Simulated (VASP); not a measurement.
# BP (Cmme) in VASP: relaxation of cell and atoms with PBE

Aim: the relaxation of cell and atoms of BP with PBE.

All numbers are computed with VASP 6.6.1; they aren't measurements. Logs are shortened: lines on timing, memory, paths and dates and some standing lists are left out, and cuts for length are marked.

### Step 1. The cell of the first run

It takes space group Cmme (No. 67, orthorhombic). The conventional cell has a = 6.410 Å, b = 6.622 Å, c = 5.544 Å, α = 90.00°, β = 90.00°, γ = 90.00°. Within 2.2 Å of B (site symmetry 2) lie 1 B at 1.63 Å and 2 P at 1.89 Å. P (site symmetry m) has 2 B at 1.89 Å and 1 P at 2.15 Å within 2.5 Å.

The cell was built from a structure type or drawn by symmetry, and may not be a known phase.

### Step 2. Relaxation of cell and atoms, PBE

The input, INCAR:

```
SYSTEM = BP
PREC     = Accurate       ! precision mode
ENCUT    = 600            ! plane-wave cutoff, eV
EDIFF    = 1E-6           ! SCF threshold, eV
ISMEAR   = 0              ! smearing method
SIGMA    = 0.1            ! smearing width, eV
LREAL    = .FALSE.        ! projectors in reciprocal space
LASPH    = .TRUE.         ! aspherical terms in the spheres
NELM     = 80             ! most SCF steps
ALGO     = Normal         ! electronic algorithm
ISIF     = 3              ! what is computed and relaxed
LWAVE    = .FALSE.        ! write WAVECAR
LCHARG   = .FALSE.        ! write CHGCAR
GGA      = PE             ! functional
IBRION   = 2              ! ionic algorithm
NSW      = 100            ! ionic steps
EDIFFG   = -0.01          ! ionic threshold
```

The input, KPOINTS:

```
Automatic mesh
0
G
  8 8 8
  0 0 0
```

The input, POSCAR:

```
BP
1.0
    3.2047523490     -3.3108178722      0.0000000000
    3.2047523490      3.3108178722      0.0000000000
    0.0000000000      0.0000000000      5.5439585015
B P
4 4
Direct
    0.2500000000      0.2500000000      0.8530670452
    0.2500000000      0.2500000000      0.1469329548
    0.7500000000      0.7500000000      0.8530670452
    0.7500000000      0.7500000000      0.1469329548
    0.5507489571      0.4492510429      0.3154441337
    0.4492510429      0.5507489571      0.6845558663
    0.9492510429      0.0507489571      0.3154441337
    0.0507489571      0.9492510429      0.6845558663
```

Potentials or basis: VASP PAW PBE potentials, release 64 (B, P).

On the command line:

```console
> cat potpaw_PBE.64/B/POTCAR potpaw_PBE.64/P/POTCAR > POTCAR
> mpirun -np 1 vasp_std > vasp.out
```

OUTCAR:

```text
SYSTEM = BP
   PREC = Accurate
   ENCUT = 600
   EDIFF = 1E-6
   ISMEAR = 0
   LREAL = .FALSE.
   LASPH = .TRUE.
   NELM = 80
   ISIF = 3
   GGA = PE
   IBRION = 2
   NSW = 100
   EDIFFG = -0.01

 ion  position               nearest neighbor table
   1  0.250  0.250  0.853-   2 1.63   6 1.89   8 1.89
   2  0.250  0.250  0.147-   1 1.63   5 1.89   7 1.89
   3  0.750  0.750  0.853-   4 1.63   6 1.89   8 1.89
   4  0.750  0.750  0.147-   3 1.63   5 1.89   7 1.89
   5  0.551  0.449  0.315-   2 1.89   4 1.89   6 2.15   7 2.64
   6  0.449  0.551  0.685-   1 1.89   3 1.89   5 2.15   8 2.64
   7  0.949  0.051  0.315-   2 1.89   4 1.89   8 2.15   5 2.64
   8  0.051  0.949  0.685-   1 1.89   3 1.89   7 2.15   6 2.64

  LATTYP: Found a base centered orthorhombic cell.
 ALAT       =     6.4095046980
 B/A-ratio  =     1.0330963243
 C/A-ratio  =     0.8649589575

  Lattice vectors:

 A1 = (   3.2047523490,  -3.3108178722,   0.0000000000)
 A2 = (   3.2047523490,   3.3108178722,   0.0000000000)
 A3 = (   0.0000000000,   0.0000000000,   5.5439585015)

Analysis of symmetry for initial positions (statically):
=====================================================================
 Subroutine PRICEL returns:
 Original cell was already a primitive cell.

 Routine SETGRP: Setting up the symmetry group for a
 base centered orthorhombic supercell.

 Subroutine GETGRP returns: Found  8 space group operations
 (whereof  4 operations were pure point group operations)
 out of a pool of  8 trial point group operations.

The static configuration has the point symmetry C_2h.
 The point group associated with its full space group is D_2h.

Analysis of symmetry for dynamics (positions and initial velocities):
=====================================================================
 Subroutine PRICEL returns:
 Original cell was already a primitive cell.

 Routine SETGRP: Setting up the symmetry group for a
 base centered orthorhombic supercell.

 Subroutine GETGRP returns: Found  8 space group operations
 (whereof  4 operations were pure point group operations)
 out of a pool of  8 trial point group operations.

The dynamic configuration has the point symmetry C_2h.
 The point group associated with its full space group is D_2h.

 Subroutine INISYM returns: Found  8 space group operations
 (whereof  4 operations are pure point group operations),
 and found     1 'primitive' translations

----------------------------------------------------------------------------------------

                                     Primitive cell

  volume of cell :     117.6467

  direct lattice vectors                    reciprocal lattice vectors
     3.204752349 -3.310817872  0.000000000     0.156018296 -0.151020086  0.000000000
     3.204752349  3.310817872  0.000000000     0.156018296  0.151020086  0.000000000
     0.000000000  0.000000000  5.543958501     0.000000000  0.000000000  0.180376531

  length of vectors
     4.607814298  4.607814298  5.543958501     0.217137687  0.217137687  0.180376531

  position of ions in fractional coordinates (direct lattice)
     0.250000000  0.250000000  0.853067045
     0.250000000  0.250000000  0.146932955
     0.750000000  0.750000000  0.853067045
     0.750000000  0.750000000  0.146932955
     0.550748957  0.449251043  0.315444134
     0.449251043  0.550748957  0.684555866
     0.949251043  0.050748957  0.315444134
     0.050748957  0.949251043  0.684555866

  ion indices of the primitive-cell ions
   primitive index   ion index
                 1           1
                 2           2
                 3           3
                 4           4
                 5           5
                 6           6
                 7           7
                 8           8

----------------------------------------------------------------------------------------

 KPOINTS: Automatic mesh

Automatic generation of k-mesh.
 Grid dimensions read from file:
 generate k-points for:    8    8    8

 Generating k-lattice:

  Cartesian coordinates                     Fractional coordinates (reciprocal lattice)
     0.019502287 -0.018877511  0.000000000     0.125000000  0.000000000  0.000000000
     0.019502287  0.018877511  0.000000000     0.000000000  0.125000000  0.000000000
     0.000000000  0.000000000  0.022547066     0.000000000  0.000000000  0.125000000

  Length of vectors
     0.027142211  0.027142211  0.022547066

  Shift w.r.t. Gamma in fractional coordinates (k-lattice)
     0.000000000  0.000000000  0.000000000

 Subroutine IBZKPT returns following result:
 ===========================================

 Found    105 irreducible k-points:

 Following reciprocal coordinates:
            Coordinates               Weight
  0.000000  0.000000  0.000000      1.000000
  0.125000  0.000000  0.000000      4.000000
  0.250000  0.000000  0.000000      4.000000
  0.375000  0.000000  0.000000      4.000000
  0.500000  0.000000  0.000000      2.000000
  0.125000  0.125000  0.000000      2.000000
[... 16 lines left out ...]
  0.125000  0.000000  0.125000      8.000000
  0.250000  0.000000  0.125000      8.000000
 [... further k-points ...]
   k-points           NKPTS =    105   k-points in BZ     NKDIM =    105   number of bands    NBANDS=     21
   number of dos      NEDOS =    301   number of ions     NIONS =      8
   total plane-waves  NPLWV =  76800
   dimension x,y,z NGX =    40 NGY =   40 NGZ =   48
   dimension x,y,z NGXF=    80 NGYF=   80 NGZF=   96
   ions per type =               4   4
   NGX,Y,Z   is equivalent  to a cutoff of  14.43, 14.43, 14.39 a.u.
   NGXF,Y,Z  is equivalent  to a cutoff of  28.86, 28.86, 28.79 a.u.
 SYSTEM =  BP
   PREC   = accura    normal or accurate (medium, high low for compatibility)
   ISTART =      0    job   : 0-new  1-cont  2-samecut
   ICHARG =      2    charge: 1-file 2-atom 10-const
   ISPIN  =      1    spin polarized calculation?
   LNONCOLLINEAR =      F non collinear calculations
   LSORBIT =      F    spin-orbit coupling
   LASPH  =      T    aspherical Exc in radial PAW
   ENCUT  =  600.0 eV  44.10 Ry    6.64 a.u.   9.20  9.20 11.07*2*pi/ulx,y,z
   NELM   =     80;   NELMIN=  2; NELMDL= -5     # of ELM steps
   EDIFF  = 0.1E-05   stopping-criterion for ELM
   LREAL  =      F    real-space projection
   EDIFFG = -.1E-01   stopping-criterion for IOM
   NSW    =    100    number of steps for IOM
   IBRION =      2    ionic relax: 0-MD 1-quasi-New 2-CG
   NFREE  =      1    steps in history (QN), initial steepest desc. (CG)
   ISIF   =      3    stress and relaxation
   ISYM   =      2    0-nonsym 1-usesym 2-fastsym
   POTIM  = 0.5000    time-step for ionic-motion
   TEBEG  =    0.0;   TEEND  =   0.0 temperature during run
   PSTRESS=    0.0 pullay stress
   NELECT =      32.0000    total number of electrons
   NUPDOWN=      -1.0000    fix difference up-down
   EMIN   =  10.00;   EMAX   =-10.00  energy-range for DOS
   EFERMI =   0.00;   METHOD = LEGACY
   ISMEAR =     0;   SIGMA  =   0.10  broadening in eV -4-tet -1-fermi 0-gaus
   EFERMI_NEDOS =   21; number of points for ismear=-14 and -15
   IALGO  =     38    algorithm
   IMIX   =      4    mixing-type and parameters
     AMIX     =   0.40;   BMIX     =  1.00
     AMIX_MAG =   1.60;   BMIX_MAG =  1.00
  volume/ion in A,a.u.               =      14.71        99.24
  Fermi-wavevector in a.u.,A,eV,Ry     =   1.060714  2.004459 15.308104  1.125114
  Thomas-Fermi vector in A             =   2.196105
   LORBIT       =      0    0 simple, 1 ext, 2 COOP (PROOUT), +10 PAW based schemes
   GGA     = PE    functional components
   LHFCALC =     F    Hartree Fock is set to
   AEXX    =    0.0000 exact exchange contribution
   IVDW    =     0    specifies the selected vdW correction
   LEPSILON=     F    determine dielectric tensor
   LRPA    =     F    only Hartree local field effects (RPA)
 conjugate gradient relaxation of ions
 non-spin polarized calculation
 Gauss-broadening in eV      SIGMA  =   0.10
  energy-cutoff  :      600.00
  volume of cell :      117.65
 maximum number of plane-waves:      3960
 NGX is ok and might be reduce to    40
   NGX = 19   NGY = 19   NGZ = 23

--------------------------------------- Ionic step        1  -------------------------------------------

 number of electron      32.0000001 magnetization

 Free energy of the ion-electron system (eV)
  ---------------------------------------------------
  ext. energy  EPLUGINS =         0.00000000
  ---------------------------------------------------
  free energy    TOTEN  =       -47.00335918 eV

  energy without entropy =      -46.99640557  energy(sigma->0) =      -46.99988238

------------------------ aborting loop because EDIFF is reached ----------------------------------------

  FORCE on cell =-STRESS in cart. coord.  units (eV):
  Direction    XX          YY          ZZ          XY          YZ          ZX
  --------------------------------------------------------------------------------------
  -------------------------------------------------------------------------------------
  Total       -0.7174472      0.2826134     -0.0717298      0.0000000      0.0000000      0.0000000
  in kB       -9.7705897      3.8487843     -0.9768562      0.0000000      0.0000000      0.0000000
  external PRESSURE =      -2.2995538 kB  Pullay stress =       0.0000000 kB
[... 107 lines left out ...]
  FREE ENERGIE OF THE ION-ELECTRON SYSTEM (eV)
  ---------------------------------------------------
  free  energy   TOTEN  =       -47.0056936146 eV

  energy  without entropy=      -46.9989825273  energy(sigma->0) =      -47.00233807

 E-fermi :   3.9328     XC(G=0):  -9.1529

 val. band max:        3.9319465064   @ k =   0.5000   0.2500   0.0000
 cond. band min:       3.9440450795   @ k =   0.2500   0.2500   0.1250
 fundamental gap:      0.0120985731
 Fermi energy:         3.9327805448

 k-point     1 :       0.0000    0.0000    0.0000
  band No.  band energies     occupation
      1     -10.5264      2.00000
      2      -8.4015      2.00000
      3      -7.2569      2.00000
      4      -5.1584      2.00000
      5      -4.7907      2.00000
      6      -4.7776      2.00000
[... 550 lines left out ...]
      5      -4.5162      2.00000
      6      -4.2555      2.00000
[... 13 lines left out ...]
     20       7.4054      0.00000
     21       7.9317      0.00000

 [... further k-points ...]

[... ionic steps 4 to 48 ...]

--------------------------------------- Ionic step       49  -------------------------------------------

 number of electron      32.0000000 magnetization

------------------------ aborting loop because EDIFF is reached ----------------------------------------

  FORCE on cell =-STRESS in cart. coord.  units (eV):
  Direction    XX          YY          ZZ          XY          YZ          ZX
  --------------------------------------------------------------------------------------
  -------------------------------------------------------------------------------------
  Total       -0.0247812      0.0248806      0.1600327      0.0000000     -0.0000000      0.0000000
  in kB       -0.2390242      0.2399825      1.5435752      0.0000000     -0.0000000      0.0000000
  external PRESSURE =       0.5148445 kB  Pullay stress =       0.0000000 kB
[... 69 lines left out ...]
  energy  without entropy=      -47.3787229898  energy(sigma->0) =      -47.37983467

--------------------------------------- Ionic step       51  -------------------------------------------

 number of electron      32.0000000 magnetization

 Free energy of the ion-electron system (eV)
  ---------------------------------------------------
  ext. energy  EPLUGINS =         0.00000000
  ---------------------------------------------------
  free energy    TOTEN  =       -47.38098320 eV

  energy without entropy =      -47.37876719  energy(sigma->0) =      -47.37987520

 E-fermi :   2.1166     XC(G=0):  -7.8023

 val. band max:        2.1038928612   @ k =   0.2500   0.0000   0.0000
 cond. band min:       2.1409461167   @ k =  -0.1250   0.1250   0.3750
 fundamental gap:      0.0370532556
 Fermi energy:         2.1166114011

 k-point     1 :       0.0000    0.0000    0.0000
  band No.  band energies     occupation
      1     -12.1809      2.00000
      2     -10.5088      2.00000
      3      -8.9504      2.00000
      4      -7.2770      2.00000
      5      -6.9482      2.00000
      6      -6.4773      2.00000
[... 550 lines left out ...]
      5      -6.5970      2.00000
      6      -5.9979      2.00000
[... 13 lines left out ...]
     20       5.5808      0.00000
     21       5.6926      0.00000

 [... further k-points ...]

------------------------ aborting loop because EDIFF is reached ----------------------------------------

  FORCE on cell =-STRESS in cart. coord.  units (eV):
  Direction    XX          YY          ZZ          XY          YZ          ZX
  --------------------------------------------------------------------------------------
  -------------------------------------------------------------------------------------
  Total       -0.0747905      0.0286992      0.0365218      0.0000000     -0.0000000      0.0000000
  in kB       -0.7209805      0.2766606      0.3520703      0.0000000     -0.0000000      0.0000000
  external PRESSURE =      -0.0307499 kB  Pullay stress =       0.0000000 kB
[... 23 lines left out ...]
  FREE ENERGIE OF THE ION-ELECTRON SYSTEM (eV)
  ---------------------------------------------------
  free  energy   TOTEN  =       -47.3809832048 eV

  energy  without entropy=      -47.3787671890  energy(sigma->0) =      -47.37987520

 reached required accuracy - stopping structural energy minimisation
```

It took 1.9 h on 1 thread of AMD EPYC 7R43 (Zen 3), shared host; peak memory 0.46 GiB.

What came out:

```
Free energy                           : -47.3810 eV
Relaxed volume                        : 20.78 Å³/atom
Relaxed cell                          : a = 5.646 Å, b = 5.646 Å, c = 5.563 Å, α = 90.00°, β = 90.00°, γ = 110.39°
Space group after relaxing (to 0.1 Å) : Pmmm (No. 47)
Energy gained by relaxing             : 47.2 meV/atom
Ionic steps                           : 51
Pressure after relaxing               : 0.0 GPa
Largest force after relaxing          : 0.004 eV/Å
Band gap on the k mesh                : zero (bands 16 and 17 overlap by 0.48 eV)
```

Forces in eV/Å, atoms in the order of the input:
```
B    0.000  0.000 -0.003
B    0.000  0.000  0.003
B    0.000  0.000 -0.003
B    0.000  0.000  0.003
P    0.000  0.004  0.000
P    0.000 -0.004  0.000
P    0.000 -0.004  0.000
P    0.000  0.004  0.000
```

The path:
```csv
step,energy change (eV),largest force (eV/Å),pressure (GPa),volume (Å³)
1,0.0000,0.1112,-0.23,117.65
3,-0.0023,0.0725,0.42,117.37
5,-0.0051,0.0835,0.14,118.23
7,-0.0061,0.0426,-0.11,118.75
9,-0.0071,0.0236,0.06,119.12
11,-0.0090,0.0756,0.34,119.99
13,-0.0184,0.4843,1.78,123.85
15,-0.0184,0.4866,1.78,123.87
17,-0.0186,0.4973,1.81,123.97
19,-0.0192,0.5401,1.91,124.36
21,-0.0202,0.5991,2.04,124.94
23,-0.0256,0.6040,2.02,125.48
25,-0.0475,0.6415,1.98,127.68
27,-0.1326,0.6620,1.82,136.50
29,-0.1722,0.7978,1.31,150.36
31,-0.1911,1.0668,-0.63,168.53
33,-0.2490,0.8394,-0.01,161.70
35,-0.3328,0.5854,-1.09,168.55
37,-0.3613,0.3049,-0.59,166.14
39,-0.3714,0.0812,0.14,165.45
41,-0.3728,0.0749,-0.06,165.77
43,-0.3750,0.0799,0.29,165.53
45,-0.3761,0.0524,0.23,165.69
47,-0.3763,0.0982,-0.04,166.37
49,-0.3775,0.0404,0.05,166.11
51,-0.3776,0.0038,0.00,166.20
```

Final structure:
```cif
data_structure
_symmetry_space_group_name_H-M 'P 1'
_symmetry_Int_Tables_number 1
_cell_length_a 5.6458
_cell_length_b 5.6458
_cell_length_c 5.5629
_cell_angle_alpha 90.000
_cell_angle_beta 90.000
_cell_angle_gamma 110.395
_cell_volume 166.20
loop_
_atom_site_label
_atom_site_type_symbol
_atom_site_fract_x
_atom_site_fract_y
_atom_site_fract_z
_atom_site_occupancy
B1 B 0.25000 0.25000 0.85159 1
B2 B 0.25000 0.25000 0.14841 1
B3 B 0.75000 0.75000 0.85159 1
B4 B 0.75000 0.75000 0.14841 1
P1 P 0.50018 0.49982 0.31046 1
P2 P 0.49982 0.50018 0.68954 1
P3 P 0.99982 0.00018 0.31046 1
P4 P 0.00018 0.99982 0.68954 1
```

Levels at points of the mesh, in eV from the Fermi level:
```
           k point  band 13  band 14  band 15  band 16  band 17  band 18  band 19  band 20
(0.00, 0.00, 0.00)    -2.01    -1.58    -1.20    -1.00     0.62     1.66     2.45     2.55
(0.50, 0.00, 0.00)    -2.84    -2.84    -0.72    -0.72     0.95     0.95     4.23     4.23
(0.50, 0.50, 0.00)    -1.96    -1.73    -1.57    -0.42     0.99     1.09     2.55     3.03
(0.00, 0.00, 0.50)    -2.99    -2.94    -2.29    -0.69    -0.17     1.20     1.50     3.00
(0.50, 0.00, 0.50)    -3.07    -3.07    -2.49    -2.49     3.09     3.09     3.19     3.19
(0.50, 0.50, 0.50)    -3.14    -2.98    -1.74    -0.17     0.45     1.12     2.24     2.93
```

Caveat: the volume moved by over 15 % at a fixed basis, so the end points are rough; semilocal functionals underestimate gaps, so a narrow gap can read as zero.
